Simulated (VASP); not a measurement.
# BaTiO3 in VASP: a series of runs

Runs on BaTiO3. Level: r2SCAN. Tasks: single point.

Program: VASP 6.6.1. These are calculated values, not measurements. Logs are shortened: lines on timing, memory, paths and dates and some standing lists are left out, and cuts for length are marked.

### Step 1. The cell of the first run

The structure is tetragonal, space group P4/mmm (No. 123). The conventional cell has a = 3.914 Å, b = 3.914 Å, c = 4.055 Å, α = 90.00°, β = 90.00°, γ = 90.00°. Within 3.6 Å of Ba (site symmetry 4/mmm) lie 12 O at 2.77 to 2.82 Å and 8 Ti at 3.43 Å. Ti (site symmetry 4/mmm) has 6 O at 1.96 to 2.03 Å within 2.6 Å. O (site symmetry mmm) has 2 Ti at 1.96 Å within 2.6 Å. Within 2.9 Å of O (site symmetry 4/mmm) lie 2 Ti at 2.03 Å and 4 Ba at 2.77 Å and 8 O at 2.82 Å.

### Step 2. Single point, r2SCAN

Input file POSCAR:

```
BaTiO3
1.0
    3.9141580071      0.0000000000      0.0000000000
    0.0000000000      3.9141580071      0.0000000000
    0.0000000000      0.0000000000      4.0552353830
Ba Ti O
1 1 3
Direct
    0.5000000000      0.5000000000      0.5000000000
    0.0000000000      0.0000000000      0.0000000000
    0.5000000000      0.0000000000      0.0000000000
    0.0000000000      0.5000000000      0.0000000000
    0.0000000000      0.0000000000      0.5000000000
```

Input file INCAR.step1:

```
SYSTEM = BaTiO3
  ALGO = Normal
  EDIFF = 1E-5
  ENCUT = 910
  GGA = PE
  GGA_COMPAT = .False.
  ISMEAR = 0
  LASPH = .True.
  LCHARG = .False.
  LREAL = .False.
  LWAVE = .True.
  NBANDS = 28
  NELM = 120
  PREC = Accurate
  SIGMA = 0.02
```

Input file INCAR.step2:

```
SYSTEM = BaTiO3
  ALGO = Normal
  EDIFF = 1E-6
  ENCUT = 910
  GGA_COMPAT = .False.
  ISIF = 2
  ISMEAR = 0
  ISTART = 1
  LASPH = .True.
  LCHARG = .False.
  LMIXTAU = .True.
  LREAL = .False.
  LWAVE = .False.
  METAGGA = R2SCAN
  NBANDS = 28
  NELM = 120
  PREC = Accurate
  SIGMA = 0.02
```

Input file KPOINTS:

```
k-points
0
Gamma
  8 8 8
  0 0 0
```

Potentials or basis: VASP PAW PBE potentials, release 64 (Ba_sv, Ti_sv, O_h).

Run with:

```sh
> cat potpaw_PBE.64/Ba_sv/POTCAR potpaw_PBE.64/Ti_sv/POTCAR potpaw_PBE.64/O_h/POTCAR > POTCAR
> cp INCAR.step1 INCAR
> mpirun -np 1 vasp_std > vasp.out
> cp INCAR.step2 INCAR
> mpirun -np 1 vasp_std > vasp.out
```

OUTCAR:

```text
SYSTEM = BaTiO3
   EDIFF = 1E-6
   ENCUT = 910
   ISIF = 2
   ISMEAR = 0
   ISTART = 1
   LASPH = .True.
   LREAL = .False.
   METAGGA = R2SCAN
   NELM = 120
   PREC = Accurate

 ion  position               nearest neighbor table
   1  0.500  0.500  0.500-   5 2.77   5 2.77   5 2.77   5 2.77   4 2.82   3 2.82   4 2.82   3 2.82
                             4 2.82   3 2.82   4 2.82   3 2.82   2 3.43   2 3.43   2 3.43   2 3.43
   2  0.000  0.000  0.000-   3 1.96   4 1.96   4 1.96   3 1.96   5 2.03   5 2.03   1 3.43   1 3.43
                             1 3.43   1 3.43   1 3.43   1 3.43   1 3.43   1 3.43
   3  0.500  0.000  0.000-   2 1.96   2 1.96   1 2.82   1 2.82   1 2.82   1 2.82
   4  0.000  0.500  0.000-   2 1.96   2 1.96   1 2.82   1 2.82   1 2.82   1 2.82
   5  0.000  0.000  0.500-   2 2.03   2 2.03   1 2.77   1 2.77   1 2.77   1 2.77

  LATTYP: Found a simple tetragonal cell.
 ALAT       =     3.9141580071
 C/A-ratio  =     1.0360428413

  Lattice vectors:

 A1 = (   3.9141580071,   0.0000000000,   0.0000000000)
 A2 = (   0.0000000000,   3.9141580071,   0.0000000000)
 A3 = (   0.0000000000,   0.0000000000,   4.0552353830)

Analysis of symmetry for initial positions (statically):
=====================================================================
 Subroutine PRICEL returns:
 Original cell was already a primitive cell.

 Routine SETGRP: Setting up the symmetry group for a
 simple tetragonal supercell.

 Subroutine GETGRP returns: Found 16 space group operations
 (whereof 16 operations were pure point group operations)
 out of a pool of 16 trial point group operations.

The static configuration has the point symmetry D_4h.

Analysis of symmetry for dynamics (positions and initial velocities):
=====================================================================
 Subroutine PRICEL returns:
 Original cell was already a primitive cell.

 Routine SETGRP: Setting up the symmetry group for a
 simple tetragonal supercell.

 Subroutine GETGRP returns: Found 16 space group operations
 (whereof 16 operations were pure point group operations)
 out of a pool of 16 trial point group operations.

The dynamic configuration has the point symmetry D_4h.

 Subroutine INISYM returns: Found 16 space group operations
 (whereof 16 operations are pure point group operations),
 and found     1 'primitive' translations

[... 101 lines left out ...]
   LREAL  =      F    real-space projection
   EDIFFG = 0.1E-04   stopping-criterion for IOM
   NSW    =      0    number of steps for IOM
   IBRION =     -1    ionic relax: 0-MD 1-quasi-New 2-CG
   NFREE  =      0    steps in history (QN), initial steepest desc. (CG)
   ISIF   =      2    stress and relaxation
   ISYM   =      2    0-nonsym 1-usesym 2-fastsym
   POTIM  = 0.5000    time-step for ionic-motion
   TEBEG  =    0.0;   TEEND  =   0.0 temperature during run
   PSTRESS=    0.0 pullay stress
   NELECT =      40.0000    total number of electrons
   NUPDOWN=      -1.0000    fix difference up-down
   EMIN   =  10.00;   EMAX   =-10.00  energy-range for DOS
   EFERMI =   0.00;   METHOD = LEGACY
   ISMEAR =     0;   SIGMA  =   0.02  broadening in eV -4-tet -1-fermi 0-gaus
   EFERMI_NEDOS =   21; number of points for ismear=-14 and -15
   IALGO  =     38    algorithm
   IMIX   =      4    mixing-type and parameters
     AMIX     =   0.40;   BMIX     =  1.00
     AMIX_MAG =   1.60;   BMIX_MAG =  1.00
  volume/ion in A,a.u.               =      12.43        83.85
  Fermi-wavevector in a.u.,A,eV,Ry     =   1.413613  2.671341 27.188550  1.998302
  Thomas-Fermi vector in A             =   2.535241
   LORBIT       =      0    0 simple, 1 ext, 2 COOP (PROOUT), +10 PAW based schemes
   METAGGA = R2SCAN    functional components
   LHFCALC =     F    Hartree Fock is set to
   AEXX    =    0.0000 exact exchange contribution
   IVDW    =     0    specifies the selected vdW correction
   LEPSILON=     F    determine dielectric tensor
   LRPA    =     F    only Hartree local field effects (RPA)
 non-spin polarized calculation
 Gauss-broadening in eV      SIGMA  =   0.02
  energy-cutoff  :      910.00
  volume of cell :       62.13
 maximum number of plane-waves:      3920
 NGX is ok and might be reduce to    40
   NGX = 19   NGY = 19   NGZ = 19

 number of electron      40.0000010 magnetization

 Free energy of the ion-electron system (eV)
  ---------------------------------------------------
  ext. energy  EPLUGINS =         0.00000000
  ---------------------------------------------------
  free energy    TOTEN  =       -74.18121644 eV

  energy without entropy =      -74.18121644  energy(sigma->0) =      -74.18121644

 E-fermi :   4.4495     XC(G=0): -12.1032

 val. band max:        4.1950252848   @ k =   0.5000   0.5000   0.5000
 cond. band min:       6.3405498370   @ k =   0.0000   0.0000   0.0000
 fundamental gap:      2.1455245522
 Fermi energy:         4.4495078357

 k-point     1 :       0.0000    0.0000    0.0000
  band No.  band energies     occupation
      1     -54.5797      2.00000
      2     -29.7669      2.00000
      3     -29.7669      2.00000
      4     -29.7452      2.00000
      5     -21.2551      2.00000
      6     -13.8243      2.00000
[... 733 lines left out ...]
     27      12.9680      0.00000
     28      13.7713      0.00000

 [... further k-points ...]

------------------------ aborting loop because EDIFF is reached ----------------------------------------

  FORCE on cell =-STRESS in cart. coord.  units (eV):
  Direction    XX          YY          ZZ          XY          YZ          ZX
  --------------------------------------------------------------------------------------
  -------------------------------------------------------------------------------------
  Total        3.7994178      3.7994178      0.6672418      0.0000000      0.0000000      0.0000000
  in kB       97.9794202     97.9794202     17.2068377      0.0000000      0.0000000      0.0000000
  external PRESSURE =      71.0552260 kB  Pullay stress =       0.0000000 kB

 VOLUME and BASIS-vectors are now :
 -----------------------------------------------------------------------------
  energy-cutoff  :      910.00
  volume of cell :       62.13
      direct lattice vectors                 reciprocal lattice vectors
     3.914158007  0.000000000  0.000000000     0.255482788  0.000000000  0.000000000
     0.000000000  3.914158007  0.000000000     0.000000000  0.255482788  0.000000000
     0.000000000  0.000000000  4.055235383     0.000000000  0.000000000  0.246594810

 POSITION                                       TOTAL-FORCE (eV/Angst)
 -----------------------------------------------------------------------------------
      1.95708      1.95708      2.02762         0.000000      0.000000      0.000000
      0.00000      0.00000      0.00000         0.000000      0.000000      0.000000
      1.95708      0.00000      0.00000         0.000000      0.000000      0.000000
      0.00000      1.95708      0.00000         0.000000      0.000000      0.000000
      0.00000      0.00000      2.02762         0.000000      0.000000      0.000000
 -----------------------------------------------------------------------------------
    total drift:                                0.000000      0.000000     -0.000000

  FREE ENERGIE OF THE ION-ELECTRON SYSTEM (eV)
  ---------------------------------------------------
  free  energy   TOTEN  =       -74.1812164367 eV

  energy  without entropy=      -74.1812164367  energy(sigma->0) =      -74.18121644
```

OSZICAR.step1:

```text
N       E                     dE             d eps       ncg     rms          rms(c)
DAV:   1     0.588553108422E+03    0.58855E+03   -0.28262E+04  4200   0.233E+03
DAV:   2     0.574504598153E+02   -0.53110E+03   -0.50545E+03  4420   0.535E+02
DAV:   3    -0.442685896331E+02   -0.10172E+03   -0.96115E+02  5652   0.191E+02
DAV:   4    -0.504566034963E+02   -0.61880E+01   -0.61639E+01  5428   0.481E+01
DAV:   5    -0.506816630739E+02   -0.22506E+00   -0.22485E+00  6348   0.862E+00    0.239E+01
DAV:   6    -0.399019414854E+02    0.10780E+02   -0.54740E+01  6116   0.671E+01    0.979E+00
DAV:   7    -0.399870947014E+02   -0.85153E-01   -0.94482E+00  5756   0.215E+01    0.694E+00
DAV:   8    -0.398500447649E+02    0.13705E+00   -0.74114E-01  5140   0.771E+00    0.331E+00
DAV:   9    -0.398883525817E+02   -0.38308E-01   -0.28160E-01  6012   0.430E+00    0.134E+00
DAV:  10    -0.398701546014E+02    0.18198E-01   -0.99581E-02  4872   0.341E+00    0.481E-01
DAV:  11    -0.398688861986E+02    0.12684E-02   -0.11012E-02  5620   0.624E-01    0.106E-01
DAV:  12    -0.398691032908E+02   -0.21709E-03   -0.17985E-03  6380   0.370E-01    0.134E-01
DAV:  13    -0.398688600863E+02    0.24320E-03   -0.62226E-04  5308   0.268E-01    0.314E-02
DAV:  14    -0.398688518301E+02    0.82562E-05   -0.99741E-05  6252   0.848E-02
   1 F= -.39868852E+02 E0= -.39868852E+02  d E =-.113596E-63
```

Run time: 9.9 min. Hardware: 1 thread of Intel Xeon Platinum 8488C (Sapphire Rapids), shared host; peak memory 0.48 GiB.

What came out:

* Free energy: -74.1812 eV
* Pressure: 7.1 GPa
* Band gap on the k mesh: 2.15 eV (least direct gap 2.30 eV)

Levels at points of the mesh, in eV from the valence-band top:
| k point | band 18 | band 19 | band 20 | band 21 | band 22 | band 23 |
| --- | --- | --- | --- | --- | --- | --- |
| (0.00, 0.00, 0.00) | -0.20 | -0.15 | -0.15 | 2.15 | 2.15 | 2.21 |
| (0.50, 0.00, 0.00) | -1.96 | -0.83 | -0.78 | 2.33 | 4.08 | 4.10 |
| (0.50, 0.50, 0.00) | -0.70 | -0.70 | -0.07 | 4.09 | 4.09 | 4.59 |
| (0.00, 0.00, 0.50) | -1.64 | -0.77 | -0.77 | 2.35 | 3.77 | 3.77 |
| (0.50, 0.00, 0.50) | -1.04 | -1.02 | -0.20 | 3.79 | 4.10 | 4.40 |
| (0.50, 0.50, 0.50) | -0.06 | -0.06 | 0.00 | 4.67 | 4.67 | 4.84 |

Caveat: the cutoff is under 1.25 times the usual one of these potentials, so pressure, stress and relaxed cells hold a basis-set (Pulay) error; the cell stands under pressure; the PAW data sets were made with another functional, which shifts forces and pressure a little; spin-orbit coupling is left out, which moves the levels of the heavy elements. A k mesh can miss the band edges.

(Part 1 of 2 ends here.)
